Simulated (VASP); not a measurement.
# C: single point with BLYP

Crystal: C.

```
C
1.0
    -1.23212    1.23212    1.23212
     1.23212   -1.23212    1.23212
     1.23212    1.23212   -1.23212
C
1
Direct
  0.00000 0.00000 0.00000
```

```yaml
Program: VASP 6.6.1
Task: single point
Functional: BLYP
Potentials_or_basis: VASP PAW PBE potentials, release 64 (C)
Cutoff: 520 eV
k_mesh: 29 × 29 × 29
Occupations: fermi-dirac, width 0.1 eV
Spin: no spin polarisation
Dipole_correction: no
Further_INCAR_settings: ALGO = Normal; EDIFF = 1e-07; NBANDS = 8
```

| Item | Value |
| --- | --- |
| Pressure | 0.3 GPa |
| Band gap on the k mesh | zero (band 2 reaches 15.15 eV, above the bottom of band 3 at 3.14 eV) |

Levels at points of the mesh, in eV from the Fermi level:
| k point | band 1 | band 2 | band 3 | band 4 | band 5 |
| --- | --- | --- | --- | --- | --- |
| (0.00, 0.00, 0.00) | -17.90 | 7.84 | 7.84 | 7.84 | 31.72 |

It took 23 s on 1 thread of Intel Xeon 8259CL (shared host), peak memory 0.14 GiB.

Caveat: the PAW data sets were made with another functional, which shifts forces and pressure a little.
